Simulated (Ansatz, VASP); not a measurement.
# MgH2: VASP beside Ansatz

```
CELL_PARAMETERS angstrom
-1.84919 1.85181 2.74940
1.84919 -1.85181 2.74940
1.84919 1.85181 -2.74940
ATOMIC_POSITIONS crystal
Mg 0.00000 0.50000 0.50000
H 0.00000 0.00000 0.00000
H 0.50000 0.50000 0.00000
```

Alike in both runs: functional PBE; k mesh 5 × 5 × 5; occupations gaussian, width 0.15 eV; no spin polarisation.

Ansatz relaxed the structure, and its values are those at the end. VASP's run is a single point on that final structure, the one shown.

```csv
,VASP,Ansatz
version,VASP 6.6.1,Ansatz 0.2.0
potentials or method,"VASP PAW PBE potentials, release 64 (Mg, H), cutoff 600 eV","scalar-relativistic, plane waves, PAW"
valence electrons in the cell,4,12
```

|  | VASP | Ansatz | Ansatz less VASP |
| --- | --- | --- | --- |
| gap on the k mesh at the Fermi level (eV) | 0.58 | 0.59 | +0.007 |
| least direct gap on the mesh (eV) | 2.36 | 2.37 | +0.006 |
| pressure (GPa) | 0.1 | 0.2 | +0.10 |

The functional is the same, so the differences come from potentials, cutoffs and numerics. VASP's potentials hold 4 valence electrons a cell and Ansatz's 12, so a difference there can come from the potentials and not from the codes.

The k mesh is coarse, so the values compare programs but aren't converged.
